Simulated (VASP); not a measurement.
# Mg (P6_3/mmc) in VASP: notebook

The runs below take Mg through relaxation of cell and atoms, single point, with RPBE+D3(BJ), RPBE+D4, PBE.

All numbers are computed with VASP 6.6.1; they aren't measurements. Logs are shortened: lines on timing, memory, paths and dates and some standing lists are left out, and cuts for length are marked.

**1. The cell of the first run**

It takes space group P6_3/mmc (No. 194, hexagonal). Conventional cell: a = 3.177 Å, b = 3.177 Å, c = 10.319 Å, α = 90.00°, β = 90.00°, γ = 120.00°. Mg (site symmetry -6m2) has 12 Mg at 3.17 to 3.18 Å within 4.2 Å. Mg (site symmetry -3m) has 12 Mg at 3.17 to 3.18 Å within 4.2 Å.

**2. Relaxation of cell and atoms, RPBE+D3(BJ)**

The input, INCAR:

```
  PREC = Accurate
  ENCUT = 600
  EDIFF = 1E-6
  ISMEAR = -1
  SIGMA = 0.05
  LREAL = F
  LASPH = T
  NELM = 60
  ALGO = Normal
  ISIF = 3
  LWAVE = F
  LCHARG = F
  GGA = RP
  IVDW = 12
  IBRION = 2
  NSW = 60
  EDIFFG = -0.01
```

The input, KPOINTS:

```
regular mesh
0
Gamma
  10 10 3
```

The input, POSCAR:

```
Mg
1.0
    3.1768261656      0.0000000000      0.0000000000
   -1.5884130828      2.7512121628      0.0000000000
    0.0000000000      0.0000000000     10.3188620100
Mg
4
Direct
    0.6666666667      0.3333333333      0.7500000000
    0.0000000000      0.0000000000      0.5000000000
    0.3333333333      0.6666666667      0.2500000000
    0.0000000000      0.0000000000      0.0000000000
```

Potentials or basis: VASP PAW PBE potentials, release 64 (Mg).

Run with:

```sh
$ cat potpaw_PBE.64/Mg/POTCAR > POTCAR
$ mpirun -np 1 vasp_std > vasp.out
```

OUTCAR:

```text
PREC = Accurate
   ENCUT = 600
   EDIFF = 1E-6
   ISMEAR = -1
   LREAL = F
   LASPH = T
   NELM = 60
   ISIF = 3
   GGA = RP
   IVDW = 12
   IBRION = 2
   NSW = 60
   EDIFFG = -0.01
 IVDW          = 12

 ion  position               nearest neighbor table
   1  0.667  0.333  0.750-   2 3.17   4 3.17   2 3.17   4 3.17   2 3.17   4 3.17
   2  0.000  0.000  0.500-   1 3.17   3 3.17   3 3.17   1 3.17   1 3.17   3 3.17
   3  0.333  0.667  0.250-   2 3.17   4 3.17   2 3.17   4 3.17   2 3.17   4 3.17
   4  0.000  0.000  0.000-   1 3.17   3 3.17   3 3.17   1 3.17   1 3.17   3 3.17

  LATTYP: Found a hexagonal cell.
 ALAT       =     3.1768261656
 C/A-ratio  =     3.2481670296

  Lattice vectors:

 A1 = (   3.1768261656,   0.0000000000,   0.0000000000)
 A2 = (  -1.5884130828,   2.7512121628,   0.0000000000)
 A3 = (   0.0000000000,   0.0000000000,  10.3188620100)

Analysis of symmetry for initial positions (statically):
=====================================================================
 Subroutine PRICEL returns:
 Original cell was already a primitive cell.

 Routine SETGRP: Setting up the symmetry group for a
 hexagonal supercell.

 Subroutine GETGRP returns: Found 24 space group operations
 (whereof 12 operations were pure point group operations)
 out of a pool of 24 trial point group operations.

The static configuration has the point symmetry D_3d.
 The point group associated with its full space group is D_6h.

Analysis of symmetry for dynamics (positions and initial velocities):
=====================================================================
 Subroutine PRICEL returns:
 Original cell was already a primitive cell.

 Routine SETGRP: Setting up the symmetry group for a
 hexagonal supercell.

 Subroutine GETGRP returns: Found 24 space group operations
 (whereof 12 operations were pure point group operations)
 out of a pool of 24 trial point group operations.

The dynamic configuration has the point symmetry D_3d.
 The point group associated with its full space group is D_6h.

 Subroutine INISYM returns: Found 24 space group operations
 (whereof 12 operations are pure point group operations),
 and found     1 'primitive' translations

----------------------------------------------------------------------------------------

                                     Primitive cell

  volume of cell :      90.1881

  direct lattice vectors                    reciprocal lattice vectors
     3.176826166  0.000000000  0.000000000     0.314779578  0.181738074  0.000000000
    -1.588413083  2.751212163  0.000000000     0.000000000  0.363476148  0.000000000
     0.000000000  0.000000000 10.318862010     0.000000000  0.000000000  0.096909911

  length of vectors
     3.176826166  3.176826166 10.318862010     0.363476148  0.363476148  0.096909911

  position of ions in fractional coordinates (direct lattice)
     0.666666667  0.333333333  0.750000000
     0.000000000  0.000000000  0.500000000
     0.333333333  0.666666667  0.250000000
     0.000000000  0.000000000  0.000000000

  ion indices of the primitive-cell ions
   primitive index   ion index
                 1           1
                 2           2
                 3           3
                 4           4

----------------------------------------------------------------------------------------

 KPOINTS: regular mesh

Automatic generation of k-mesh.
 Grid dimensions read from file:
 generate k-points for:   10   10    3

 Generating k-lattice:

  Cartesian coordinates                     Fractional coordinates (reciprocal lattice)
     0.031477958  0.018173807  0.000000000     0.100000000 -0.000000000  0.000000000
     0.000000000  0.036347615  0.000000000     0.000000000  0.100000000  0.000000000
     0.000000000  0.000000000  0.032303304     0.000000000  0.000000000  0.333333333

  Length of vectors
     0.036347615  0.036347615  0.032303304

  Shift w.r.t. Gamma in fractional coordinates (k-lattice)
     0.000000000  0.000000000  0.000000000

 Subroutine IBZKPT returns following result:
 ===========================================

 Found     28 irreducible k-points:

 Following reciprocal coordinates:
            Coordinates               Weight
  0.000000  0.000000  0.000000      1.000000
  0.100000  0.000000  0.000000      6.000000
  0.200000  0.000000  0.000000      6.000000
  0.300000  0.000000  0.000000      6.000000
  0.400000  0.000000  0.000000      6.000000
  0.500000  0.000000  0.000000      3.000000
[... 16 lines left out ...]
  0.300000  0.100000  0.333333     24.000000
  0.400000  0.100000  0.333333     24.000000
 [... further k-points ...]
   k-points           NKPTS =     28   k-points in BZ     NKDIM =     28   number of bands    NBANDS=      8
   number of dos      NEDOS =    301   number of ions     NIONS =      4
   total plane-waves  NPLWV =  65856
   dimension x,y,z NGX =    28 NGY =   28 NGZ =   84
   dimension x,y,z NGXF=    56 NGYF=   56 NGZF=  168
   ions per type =               4
   NGX,Y,Z   is equivalent  to a cutoff of  14.65, 14.65, 13.53 a.u.
   NGXF,Y,Z  is equivalent  to a cutoff of  29.31, 29.31, 27.07 a.u.
 SYSTEM =  unknown system
   PREC   = accura    normal or accurate (medium, high low for compatibility)
   ISTART =      0    job   : 0-new  1-cont  2-samecut
   ICHARG =      2    charge: 1-file 2-atom 10-const
   ISPIN  =      1    spin polarized calculation?
   LNONCOLLINEAR =      F non collinear calculations
   LSORBIT =      F    spin-orbit coupling
   LASPH  =      T    aspherical Exc in radial PAW
   ENCUT  =  600.0 eV  44.10 Ry    6.64 a.u.   6.34  6.34 20.61*2*pi/ulx,y,z
   NELM   =     60;   NELMIN=  2; NELMDL= -5     # of ELM steps
   EDIFF  = 0.1E-05   stopping-criterion for ELM
   LREAL  =      F    real-space projection
   EDIFFG = -.1E-01   stopping-criterion for IOM
   NSW    =     60    number of steps for IOM
   IBRION =      2    ionic relax: 0-MD 1-quasi-New 2-CG
   NFREE  =      1    steps in history (QN), initial steepest desc. (CG)
   ISIF   =      3    stress and relaxation
   ISYM   =      2    0-nonsym 1-usesym 2-fastsym
   POTIM  = 0.5000    time-step for ionic-motion
   TEBEG  =    0.0;   TEEND  =   0.0 temperature during run
   PSTRESS=    0.0 pullay stress
   NELECT =       8.0000    total number of electrons
   NUPDOWN=      -1.0000    fix difference up-down
   EMIN   =  10.00;   EMAX   =-10.00  energy-range for DOS
   EFERMI =   0.00;   METHOD = LEGACY
   ISMEAR =    -1;   SIGMA  =   0.05  broadening in eV -4-tet -1-fermi 0-gaus
   EFERMI_NEDOS =   21; number of points for ismear=-14 and -15
   IALGO  =     38    algorithm
   IMIX   =      4    mixing-type and parameters
     AMIX     =   0.40;   BMIX     =  1.00
     AMIX_MAG =   1.60;   BMIX_MAG =  1.00
  volume/ion in A,a.u.               =      22.55       152.15
  Fermi-wavevector in a.u.,A,eV,Ry     =   0.730110  1.379708  7.252733  0.533061
  Thomas-Fermi vector in A             =   1.821999
   LORBIT       =      0    0 simple, 1 ext, 2 COOP (PROOUT), +10 PAW based schemes
   GGA     = RP    functional components
   LHFCALC =     F    Hartree Fock is set to
   AEXX    =    0.0000 exact exchange contribution
   IVDW    =    12    specifies the selected vdW correction
   LEPSILON=     F    determine dielectric tensor
   LRPA    =     F    only Hartree local field effects (RPA)
 conjugate gradient relaxation of ions
 non-spin polarized calculation
  energy-cutoff  :      600.00
  volume of cell :       90.19
 maximum number of plane-waves:      3035
 NGX is ok and might be reduce to    28
   NGX = 13   NGY = 13   NGZ = 41

--------------------------------------- Ionic step        1  -------------------------------------------

 number of electron       8.0000000 magnetization

 Free energy of the ion-electron system (eV)
  ---------------------------------------------------
  ext. energy  EPLUGINS =         0.00000000
  ---------------------------------------------------
  free energy    TOTEN  =        -5.31988728 eV

  energy without entropy =       -5.30032518  energy(sigma->0) =       -5.31010623

------------------------ aborting loop because EDIFF is reached ----------------------------------------

 Edisp (eV)   -5.24492

 E8    (eV) :    -3.3557
[... 33 lines left out ...]
--------------------------------------- Ionic step        2  -------------------------------------------

 number of electron       8.0000000 magnetization

 E-fermi :   4.5270     XC(G=0):  -9.3085

 val. band max:        4.5164641218   @ k =   0.3000   0.2000   0.3333
 cond. band min:       4.5494632984   @ k =   0.4000   0.2000   0.0000
 fundamental gap:      0.0329991766
 Fermi energy:         4.5270342196

 k-point     1 :       0.0000    0.0000    0.0000
  band No.  band energies     occupation
      1      -3.8265      2.00000
      2      -2.1648      2.00000
      3      -2.1579      2.00000
      4       2.1993      2.00000
      5       3.1630      2.00000
      6      10.2609      0.00000
      7      10.2747      0.00000
      8      17.2512      0.00000
[... 243 lines left out ...]
 k-point    24 :       0.4000    0.1000    0.3333
  band No.  band energies     occupation
      1       1.1950      2.00000
      2       1.7027      2.00000
      3       3.2780      2.00000
      4       3.5171      2.00000
      5       4.3828      1.89426
      6       5.3760      0.00000
      7       6.1079      0.00000
      8       7.4594      0.00000

 [... further k-points ...]

------------------------ aborting loop because EDIFF is reached ----------------------------------------

 Edisp (eV)   -7.62109

 E8    (eV) :    -4.9798
[... 201 lines left out ...]
--------------------------------------- Ionic step        7  -------------------------------------------

 number of electron       8.0000000 magnetization

 Free energy of the ion-electron system (eV)
  ---------------------------------------------------
  ext. energy  EPLUGINS =         0.00000000
  ---------------------------------------------------
  free energy    TOTEN  =        -3.84754667 eV

  energy without entropy =       -3.82856020  energy(sigma->0) =       -3.83805344

 E-fermi :   4.6984     XC(G=0):  -9.4017

 val. band max:        4.6941026816   @ k =   0.3000   0.2000   0.3333
 cond. band min:       4.7257346386   @ k =   0.4000   0.2000   0.0000
 fundamental gap:      0.0316319570
 Fermi energy:         4.6983568613

 k-point     1 :       0.0000    0.0000    0.0000
  band No.  band energies     occupation
      1      -3.7792      2.00000
      2      -2.0761      2.00000
      3      -2.0689      2.00000
      4       2.3714      2.00000
      5       3.3968      2.00000
      6      10.6226      0.00000
      7      10.6383      0.00000
      8      17.5471      0.00000
[... 243 lines left out ...]
 k-point    24 :       0.4000    0.1000    0.3333
  band No.  band energies     occupation
      1       1.3126      2.00000
      2       1.8312      2.00000
      3       3.4237      2.00000
      4       3.6754      2.00000
      5       4.5629      1.87503
      6       5.5856      0.00000
      7       6.3066      0.00000
      8       7.6828      0.00000

 [... further k-points ...]

------------------------ aborting loop because EDIFF is reached ----------------------------------------

 Edisp (eV)   -7.88286

 E8    (eV) :    -5.1560
[... 27 lines left out ...]
  FREE ENERGIE OF THE ION-ELECTRON SYSTEM (eV)
  ---------------------------------------------------
  free  energy   TOTEN  =       -11.7304079751 eV

  energy  without entropy=      -11.7114215041  energy(sigma->0) =      -11.72091474

 reached required accuracy - stopping structural energy minimisation
```

Run time: 48 s. Hardware: 1 thread of AMD EPYC 9R45 (Zen 5), shared host; peak memory 0.23 GiB.

What came out:

- Free energy: -11.7304 eV
- Relaxed volume: 16.80 Å³/atom
- Relaxed cell: a = 2.880 Å, b = 2.880 Å, c = 9.357 Å, α = 90.00°, β = 90.00°, γ = 120.00°
- Space group after relaxing (to 0.05 Å): P6_3/mmc (No. 194)
- Energy gained by relaxing: 291.4 meV/atom
- Ionic steps: 7
- Pressure after relaxing: 0.0 GPa
- Band gap on the k mesh: zero (band 4 reaches 5.15 eV, above the bottom of band 5 at 3.40 eV)
- Dispersion energy per atom: -1.971 eV

The path:
| step | energy change (eV) | largest force (eV/Å) | pressure (GPa) | volume (Å³) |
| --- | --- | --- | --- | --- |
| 1 | 0.0000 | 0.0000 | -12.54 | 90.19 |
| 2 | -1.1529 | 0.0000 | -2.02 | 69.06 |
| 3 | -1.1647 | 0.0000 | -0.18 | 67.36 |
| 4 | -1.1645 | 0.0000 | 0.31 | 66.95 |
| 5 | -1.1656 | 0.0000 | -0.07 | 67.26 |
| 6 | -1.1656 | 0.0000 | -0.06 | 67.26 |
| 7 | -1.1656 | 0.0000 | 0.01 | 67.20 |

Final structure:
```yaml
crystal:
  lattice:
    - [2.87965, 0.00000, 0.00000]
    - [-1.43983, 2.49385, 0.00000]
    - [0.00000, 0.00000, 9.35742]
  atoms:
    - { symbol: Mg, position: [0.66667, 0.33333, 0.75000] }
    - { symbol: Mg, position: [0.00000, 0.00000, 0.50000] }
    - { symbol: Mg, position: [0.33333, 0.66667, 0.25000] }
    - { symbol: Mg, position: [0.00000, 0.00000, 0.00000] }
```

Caveat: the volume moved by over 15 % at a fixed basis, so the end points are rough; the PAW data sets were made with another functional, which shifts forces and pressure a little; pairwise dispersion overbinds metals, which lowers pressure and volume.

**3. Relaxation of cell and atoms, RPBE+D4**

The input, INCAR:

```
SYSTEM = Mg
PREC = Accurate
ENCUT = 600
EDIFF = 1E-6
ISMEAR = -1
SIGMA = 0.05
LREAL = .False.
LASPH = .True.
NELM = 100
ALGO = Normal
ISIF = 3
LWAVE = .False.
LCHARG = .False.
GGA = RP
IVDW = 13
IBRION = 2
NSW = 60
EDIFFG = -0.01
```

The input, KPOINTS:

```
regular mesh
0
Gamma
  10 10 3
  0 0 0
```

POSCAR is that of step 2.

Potentials or basis: VASP PAW PBE potentials, release 64 (Mg).

Run with:

```sh
$ cat potpaw_PBE.64/Mg/POTCAR > POTCAR
$ mpirun -np 1 vasp_std > vasp.out
```

Run time: 2 min. Hardware: 1 thread of AMD EPYC 9R45 (Zen 5), shared host; peak memory 0.23 GiB.

The run converged. Its results:

- Free energy: -6.6120 eV
- Relaxed volume: 23.26 Å³/atom
- Relaxed cell: a = 3.193 Å, b = 3.193 Å, c = 10.539 Å, α = 90.00°, β = 90.00°, γ = 120.00°
- Space group after relaxing (to 0.05 Å): P6_3/mmc (No. 194)
- Energy gained by relaxing: 171.7 meV/atom
- Ionic steps: 26
- Pressure after relaxing: 0.0 GPa
- Band gap on the k mesh: zero (band 4 reaches 3.25 eV, above the bottom of band 5 at 1.31 eV)
- Dispersion energy per atom: -0.317 eV

Step by step:
| step | energy change (eV) | largest force (eV/Å) | pressure (GPa) | volume (Å³) |
| --- | --- | --- | --- | --- |
| 1 | 0.0000 | 0.0000 | 0.91 | 90.19 |
| 2 | -0.0072 | 0.0000 | 0.22 | 91.87 |
| 3 | -0.4409 | 0.0000 | 595.17 | 92.76 |
| 4 | -0.6722 | 0.0000 | -1.81 | 94.55 |
| 5 | -0.6732 | 0.0000 | -1.78 | 94.47 |
| 6 | -0.6817 | 0.0000 | -1.50 | 93.61 |
| 7 | -0.6852 | 0.0000 | -1.28 | 93.19 |
| 8 | -0.6842 | 0.0000 | 8.83 | 92.97 |
| 9 | -0.6857 | 0.0000 | -1.03 | 93.12 |
| 10 | -0.6859 | 0.0000 | 0.44 | 93.05 |
| 11 | -0.6825 | 0.0000 | -1.47 | 93.54 |
| 12 | -0.6852 | 0.0000 | -1.31 | 93.20 |
| 13 | -0.6858 | 0.0000 | -0.81 | 93.10 |
| 14 | -0.6859 | 0.0000 | -0.36 | 93.07 |
| 15 | -0.6859 | 0.0000 | -0.21 | 93.07 |
| 16 | -0.6841 | 0.0000 | 11.19 | 92.96 |
| 17 | -0.6859 | 0.0000 | 0.07 | 93.06 |
| 18 | -0.6860 | 0.0000 | 0.30 | 93.05 |
| 19 | -0.6860 | 0.0000 | 0.88 | 93.04 |
| 20 | -0.6860 | 0.0000 | 0.86 | 93.04 |
| 21 | -0.6862 | 0.0000 | 0.80 | 93.04 |
| 22 | -0.6864 | 0.0000 | 0.66 | 93.04 |
| 23 | -0.6866 | 0.0000 | 0.37 | 93.04 |
| 24 | -0.6866 | 0.0000 | 0.27 | 93.04 |
| 25 | -0.6866 | 0.0000 | -0.23 | 93.06 |
| 26 | -0.6867 | 0.0000 | -0.02 | 93.05 |

Final structure:
```xyz
4
Lattice="3.1929 0.0000 0.0000 -1.5965 2.7652 0.0000 0.0000 0.0000 10.5392" Properties=species:S:1:pos:R:3 pbc="T T T"
Mg    1.5965    0.9217    7.9044
Mg    0.0000    0.0000    5.2696
Mg    0.0000    1.8434    2.6348
Mg    0.0000    0.0000    0.0000
```

Levels at points of the mesh, in eV from the Fermi level:
```tsv
k point	band 2	band 3	band 4	band 5	band 6	band 7
(0.00, 0.00, 0.00)	-5.64	-5.64	-1.89	-1.48	4.63	4.64
(0.50, 0.00, 0.00)	-2.18	-1.18	-1.15	-0.59	-0.55	2.59
```

Caveat: the PAW data sets were made with another functional, which shifts forces and pressure a little; pairwise dispersion overbinds metals, which lowers pressure and volume.

(Continued in part 2 of 2.)
